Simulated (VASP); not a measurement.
# Be2H3 (P4/mmm) in VASP: relaxation of cell and atoms with PBE

Aim: the relaxation of cell and atoms of Be2H3 with PBE.

All numbers are computed with VASP 6.6.1; they aren't measurements. Logs are shortened: lines on timing, memory, paths and dates and some standing lists are left out, and cuts for length are marked.

**1. The cell of the first run**

The structure is tetragonal, space group P4/mmm (No. 123). The conventional cell has a = 4.718 Å, b = 4.718 Å, c = 3.196 Å, α = 90.00°, β = 90.00°, γ = 90.00°. Be (site symmetry m2m) has 2 Be at 1.57 Å and 2 H at 2.03 Å within 2.1 Å. Within 1.2 Å of H (site symmetry mmm) lie 2 H at 0.88 Å. Within 1.2 Å of H (site symmetry m2m) lie 1 H at 0.88 Å.

The cell was built from a structure type or drawn by symmetry, and may not be a known phase.

**2. Relaxation of cell and atoms, PBE**

Input file INCAR:

```
PREC     = Accurate       # precision mode
ENCUT    = 910            # plane-wave cutoff, eV
EDIFF    = 1E-7           # SCF threshold, eV
ISMEAR   = 0              # smearing method
SIGMA    = 0.1            # smearing width, eV
LREAL    = F              # projectors in reciprocal space
LASPH    = T              # aspherical terms in the spheres
NELM     = 120            # most SCF steps
ALGO     = Normal         # electronic algorithm
ISIF     = 3              # what is computed and relaxed
LWAVE    = F              # write WAVECAR
LCHARG   = F              # write CHGCAR
GGA      = PE             # functional
IBRION   = 2              # ionic algorithm
NSW      = 90             # ionic steps
EDIFFG   = -0.04          # ionic threshold
GGA_COMPAT= F            
NELMIN   = 4
```

Input file KPOINTS:

```
regular mesh
0
Gamma
  4 4 6
```

Input file POSCAR:

```
Be2H3
1.0
    4.7179094600      0.0000000000      0.0000000000
    0.0000000000      4.7179094600      0.0000000000
    0.0000000000      0.0000000000      3.1963115900
Be H
4 6
Direct
    0.2358350500      0.0000000000      0.5000000000
    0.7641649500      0.0000000000      0.5000000000
    0.0000000000      0.2358350500      0.5000000000
    0.0000000000      0.7641649500      0.5000000000
    0.0000000000      0.5000000000      0.0000000000
    0.5000000000      0.0000000000      0.0000000000
    0.8134131000      0.5000000000      0.0000000000
    0.1865869000      0.5000000000      0.0000000000
    0.5000000000      0.8134131000      0.0000000000
    0.5000000000      0.1865869000      0.0000000000
```

Potentials or basis: VASP PAW PBE potentials, release 64 (Be, H_h).

Command:

```
$ cat potpaw_PBE.64/Be/POTCAR potpaw_PBE.64/H_h/POTCAR > POTCAR
$ mpirun -np 1 vasp_std > vasp.out
```

OUTCAR:

```text
PREC = Accurate
   ENCUT = 910
   EDIFF = 1E-7
   ISMEAR = 0
   LREAL = F
   LASPH = T
   NELM = 120
   ISIF = 3
   GGA = PE
   IBRION = 2
   NSW = 90
   EDIFFG = -0.04
   NELMIN = 4

 ion  position               nearest neighbor table
   1  0.236  0.000  0.500-   3 1.57   4 1.57   2 2.23
   2  0.764  0.000  0.500-   3 1.57   4 1.57   1 2.23
   3  0.000  0.236  0.500-   1 1.57   2 1.57   4 2.23
   4  0.000  0.764  0.500-   1 1.57   2 1.57   3 2.23
   5  0.000  0.500  0.000-   7 0.88   8 0.88
   6  0.500  0.000  0.000-   9 0.88  10 0.88
   7  0.813  0.500  0.000-   5 0.88
   8  0.187  0.500  0.000-   5 0.88
   9  0.500  0.813  0.000-   6 0.88
  10  0.500  0.187  0.000-   6 0.88

  LATTYP: Found a simple tetragonal cell.
 ALAT       =     4.7179094600
 C/A-ratio  =     0.6774847243

  Lattice vectors:

 A1 = (   4.7179094600,   0.0000000000,   0.0000000000)
 A2 = (   0.0000000000,   4.7179094600,   0.0000000000)
 A3 = (   0.0000000000,   0.0000000000,   3.1963115900)

Analysis of symmetry for initial positions (statically):
=====================================================================
 Subroutine PRICEL returns:
 Original cell was already a primitive cell.

 Routine SETGRP: Setting up the symmetry group for a
 simple tetragonal supercell.

 Subroutine GETGRP returns: Found 16 space group operations
 (whereof 16 operations were pure point group operations)
 out of a pool of 16 trial point group operations.

The static configuration has the point symmetry D_4h.

Analysis of symmetry for dynamics (positions and initial velocities):
=====================================================================
 Subroutine PRICEL returns:
 Original cell was already a primitive cell.

 Routine SETGRP: Setting up the symmetry group for a
 simple tetragonal supercell.

 Subroutine GETGRP returns: Found 16 space group operations
 (whereof 16 operations were pure point group operations)
 out of a pool of 16 trial point group operations.

The dynamic configuration has the point symmetry D_4h.

 Subroutine INISYM returns: Found 16 space group operations
 (whereof 16 operations are pure point group operations),
 and found     1 'primitive' translations

----------------------------------------------------------------------------------------

                                     Primitive cell

  volume of cell :      71.1456

  direct lattice vectors                    reciprocal lattice vectors
     4.717909460  0.000000000  0.000000000     0.211958285  0.000000000  0.000000000
     0.000000000  4.717909460  0.000000000     0.000000000  0.211958285  0.000000000
     0.000000000  0.000000000  3.196311590     0.000000000  0.000000000  0.312860612

  length of vectors
     4.717909460  4.717909460  3.196311590     0.211958285  0.211958285  0.312860612

  position of ions in fractional coordinates (direct lattice)
     0.235835050  0.000000000  0.500000000
     0.764164950  0.000000000  0.500000000
     0.000000000  0.235835050  0.500000000
     0.000000000  0.764164950  0.500000000
     0.000000000  0.500000000  0.000000000
     0.500000000  0.000000000  0.000000000
     0.813413100  0.500000000  0.000000000
     0.186586900  0.500000000  0.000000000
     0.500000000  0.813413100  0.000000000
     0.500000000  0.186586900  0.000000000

  ion indices of the primitive-cell ions
   primitive index   ion index
                 1           1
                 2           2
                 3           3
                 4           4
                 5           5
                 6           6
                 7           7
                 8           8
                 9           9
                10          10

----------------------------------------------------------------------------------------

 KPOINTS: regular mesh

Automatic generation of k-mesh.
 Grid dimensions read from file:
 generate k-points for:    4    4    6

 Generating k-lattice:

  Cartesian coordinates                     Fractional coordinates (reciprocal lattice)
     0.052989571  0.000000000  0.000000000     0.250000000  0.000000000  0.000000000
     0.000000000  0.052989571  0.000000000     0.000000000  0.250000000  0.000000000
     0.000000000  0.000000000  0.052143435     0.000000000  0.000000000  0.166666667

  Length of vectors
     0.052989571  0.052989571  0.052143435

  Shift w.r.t. Gamma in fractional coordinates (k-lattice)
     0.000000000  0.000000000  0.000000000

 Subroutine IBZKPT returns following result:
 ===========================================

 Found     24 irreducible k-points:

 Following reciprocal coordinates:
            Coordinates               Weight
  0.000000  0.000000  0.000000      1.000000
  0.250000  0.000000  0.000000      4.000000
  0.500000  0.000000  0.000000      2.000000
  0.250000  0.250000  0.000000      4.000000
  0.500000  0.250000  0.000000      4.000000
  0.500000  0.500000  0.000000      1.000000
[... 16 lines left out ...]
  0.500000  0.250000  0.500000      4.000000
  0.500000  0.500000  0.500000      1.000000
   k-points           NKPTS =     24   k-points in BZ     NKDIM =     24   number of bands    NBANDS=     13
   number of dos      NEDOS =    301   number of ions     NIONS =     10
   total plane-waves  NPLWV =  73728
   dimension x,y,z NGX =    48 NGY =   48 NGZ =   32
   dimension x,y,z NGXF=    96 NGYF=   96 NGZF=   64
   ions per type =               4   6
   NGX,Y,Z   is equivalent  to a cutoff of  16.91, 16.91, 16.64 a.u.
   NGXF,Y,Z  is equivalent  to a cutoff of  33.83, 33.83, 33.29 a.u.
 SYSTEM =  unknown system
   PREC   = accura    normal or accurate (medium, high low for compatibility)
   ISTART =      0    job   : 0-new  1-cont  2-samecut
   ICHARG =      2    charge: 1-file 2-atom 10-const
   ISPIN  =      1    spin polarized calculation?
   LNONCOLLINEAR =      F non collinear calculations
   LSORBIT =      F    spin-orbit coupling
   LASPH  =      T    aspherical Exc in radial PAW
   ENCUT  =  910.0 eV  66.88 Ry    8.18 a.u.  11.60 11.60  7.86*2*pi/ulx,y,z
   NELM   =    120;   NELMIN=  4; NELMDL= -5     # of ELM steps
   EDIFF  = 0.1E-06   stopping-criterion for ELM
   LREAL  =      F    real-space projection
   EDIFFG = -.4E-01   stopping-criterion for IOM
   NSW    =     90    number of steps for IOM
   IBRION =      2    ionic relax: 0-MD 1-quasi-New 2-CG
   NFREE  =      1    steps in history (QN), initial steepest desc. (CG)
   ISIF   =      3    stress and relaxation
   ISYM   =      2    0-nonsym 1-usesym 2-fastsym
   POTIM  = 0.5000    time-step for ionic-motion
   TEBEG  =    0.0;   TEEND  =   0.0 temperature during run
   PSTRESS=    0.0 pullay stress
   NELECT =      14.0000    total number of electrons
   NUPDOWN=      -1.0000    fix difference up-down
   EMIN   =  10.00;   EMAX   =-10.00  energy-range for DOS
   EFERMI =   0.00;   METHOD = LEGACY
   ISMEAR =     0;   SIGMA  =   0.10  broadening in eV -4-tet -1-fermi 0-gaus
   EFERMI_NEDOS =   21; number of points for ismear=-14 and -15
   IALGO  =     38    algorithm
   IMIX   =      4    mixing-type and parameters
     AMIX     =   0.40;   BMIX     =  1.00
     AMIX_MAG =   1.60;   BMIX_MAG =  1.00
  volume/ion in A,a.u.               =       7.11        48.01
  Fermi-wavevector in a.u.,A,eV,Ry     =   0.952214  1.799424 12.336569  0.906712
  Thomas-Fermi vector in A             =   2.080757
   LORBIT       =      0    0 simple, 1 ext, 2 COOP (PROOUT), +10 PAW based schemes
   GGA     = PE    functional components
   LHFCALC =     F    Hartree Fock is set to
   AEXX    =    0.0000 exact exchange contribution
   IVDW    =     0    specifies the selected vdW correction
   LEPSILON=     F    determine dielectric tensor
   LRPA    =     F    only Hartree local field effects (RPA)
 conjugate gradient relaxation of ions
 non-spin polarized calculation
 Gauss-broadening in eV      SIGMA  =   0.10
  energy-cutoff  :      910.00
  volume of cell :       71.15
 maximum number of plane-waves:      4476
 NGX is ok and might be reduce to    48
   NGX = 23   NGY = 23   NGZ = 15

--------------------------------------- Ionic step        1  -------------------------------------------

 number of electron      13.9999999 magnetization

 Free energy of the ion-electron system (eV)
  ---------------------------------------------------
  ext. energy  EPLUGINS =         0.00000000
  ---------------------------------------------------
  free energy    TOTEN  =       -18.47887718 eV

  energy without entropy =      -18.46690536  energy(sigma->0) =      -18.47289127

------------------------ aborting loop because EDIFF is reached ----------------------------------------

  FORCE on cell =-STRESS in cart. coord.  units (eV):
  Direction    XX          YY          ZZ          XY          YZ          ZX
  --------------------------------------------------------------------------------------
  -------------------------------------------------------------------------------------
  Total       20.4267446     20.4267446     -3.3962104      0.0000000     -0.0000000      0.0000000
  in kB      460.0038084    460.0038084    -76.4815807      0.0000000     -0.0000000      0.0000000
  external PRESSURE =     281.1753454 kB  Pullay stress =       0.0000000 kB
[... 113 lines left out ...]
  FREE ENERGIE OF THE ION-ELECTRON SYSTEM (eV)
  ---------------------------------------------------
  free  energy   TOTEN  =       -24.5604405941 eV

  energy  without entropy=      -24.5467735557  energy(sigma->0) =      -24.55360707

[... ionic steps 4 to 14 ...]

--------------------------------------- Ionic step       15  -------------------------------------------

 number of electron      13.9999999 magnetization

------------------------ aborting loop because EDIFF is reached ----------------------------------------

  FORCE on cell =-STRESS in cart. coord.  units (eV):
  Direction    XX          YY          ZZ          XY          YZ          ZX
  --------------------------------------------------------------------------------------
  -------------------------------------------------------------------------------------
  Total        0.2720636      0.2720636     -0.1755266      0.0000000      0.0000000      0.0000000
  in kB        5.6509479      5.6509479     -3.6458091      0.0000000      0.0000000      0.0000000
  external PRESSURE =       2.5520289 kB  Pullay stress =       0.0000000 kB
[... 73 lines left out ...]
  energy  without entropy=      -25.2173621773  energy(sigma->0) =      -25.22078164

--------------------------------------- Ionic step       17  -------------------------------------------

 number of electron      13.9999999 magnetization

 Free energy of the ion-electron system (eV)
  ---------------------------------------------------
  ext. energy  EPLUGINS =         0.00000000
  ---------------------------------------------------
  free energy    TOTEN  =       -25.22533314 eV

  energy without entropy =      -25.21870416  energy(sigma->0) =      -25.22201865

 E-fermi :   2.2900     XC(G=0):  -8.8433

 val. band max:        2.2326456335   @ k =   0.0000   0.0000   0.3333
 cond. band min:       2.3242049402   @ k =   0.0000   0.0000   0.0000
 fundamental gap:      0.0915593067
 Fermi energy:         2.2899525888

 k-point     1 :       0.0000    0.0000    0.0000
  band No.  band energies     occupation
      1     -10.0361      2.00000
      2      -8.9144      2.00000
      3      -2.9657      2.00000
      4      -2.9657      2.00000
      5      -2.4950      2.00000
      6       1.7717      2.00000
      7       1.7717      2.00000
      8       2.3242      0.62810
      9       3.1401      0.00000
     10       8.0969      0.00000
     11       9.2319      0.00000
     12       9.8606      0.00000
     13      10.4082      0.00000
[... 403 lines left out ...]
  FREE ENERGIE OF THE ION-ELECTRON SYSTEM (eV)
  ---------------------------------------------------
  free  energy   TOTEN  =       -25.2253331409 eV

  energy  without entropy=      -25.2187041583  energy(sigma->0) =      -25.22201865

 reached required accuracy - stopping structural energy minimisation
```

It took 4.2 min on 1 thread of Intel Xeon 6975P-C (Granite Rapids), shared host; peak memory 0.28 GiB.

Results:

- Free energy: -25.2253 eV
- Relaxed volume: 7.73 Å³/atom
- Relaxed cell: a = 5.334 Å, b = 5.334 Å, c = 2.717 Å, α = 90.00°, β = 90.00°, γ = 90.00°
- Space group after relaxing (to 0.1 Å): P4/mmm (No. 123)
- Energy gained by relaxing: 674.6 meV/atom
- Ionic steps: 17
- Pressure after relaxing: 0.0 GPa
- Largest force after relaxing: 0.010 eV/Å
- Band gap on the k mesh: zero (bands 7 and 8 overlap by 2.42 eV)

Forces on the atoms (eV/Å):
```
Be   0.005  0.000  0.000
Be  -0.005  0.000  0.000
Be   0.000  0.005  0.000
Be   0.000 -0.005  0.000
H    0.000  0.000  0.000
H    0.000  0.000  0.000
H    0.010  0.000  0.000
H   -0.010  0.000  0.000
H    0.000  0.010  0.000
H    0.000 -0.010  0.000
```

The path:
| step | energy change (eV) | largest force (eV/Å) | pressure (GPa) | volume (Å³) |
| --- | --- | --- | --- | --- |
| 1 | 0.0000 | 9.2701 | 28.12 | 71.15 |
| 2 | -5.0749 | 3.6073 | 1.40 | 84.45 |
| 3 | -6.0816 | 0.3891 | 1.09 | 79.67 |
| 4 | -6.0845 | 0.3602 | 0.90 | 79.93 |
| 5 | -6.2103 | 0.1913 | -0.92 | 80.49 |
| 6 | -6.3068 | 0.3551 | -3.07 | 81.23 |
| 7 | -6.3282 | 0.5023 | -4.03 | 81.56 |
| 8 | -6.4259 | 0.5171 | -3.92 | 80.67 |
| 9 | -6.6195 | 0.5989 | -2.38 | 77.84 |
| 10 | -6.6284 | 0.6220 | -1.59 | 76.39 |
| 11 | -6.6341 | 0.6228 | -1.88 | 76.88 |
| 12 | -6.7105 | 0.3648 | -0.19 | 75.71 |
| 13 | -6.7313 | 0.0882 | 1.39 | 74.75 |
| 14 | -6.7389 | 0.0443 | 1.04 | 75.43 |
| 15 | -6.7451 | 0.0681 | 0.26 | 77.14 |
| 16 | -6.7453 | 0.0494 | 0.38 | 76.86 |
| 17 | -6.7465 | 0.0097 | -0.01 | 77.30 |

Final structure:
```
Be H
1.0
     5.33395    0.00000    0.00000
     0.00000    5.33395    0.00000
     0.00000    0.00000    2.71708
Be H
4 6
Direct
  0.29622 0.00000 0.50000
  0.70378 0.00000 0.50000
  0.00000 0.29622 0.50000
  0.00000 0.70378 0.50000
  0.00000 0.50000 0.00000
  0.50000 0.00000 0.00000
  0.80358 0.50000 0.00000
  0.19642 0.50000 0.00000
  0.50000 0.80358 0.00000
  0.50000 0.19642 0.00000
```
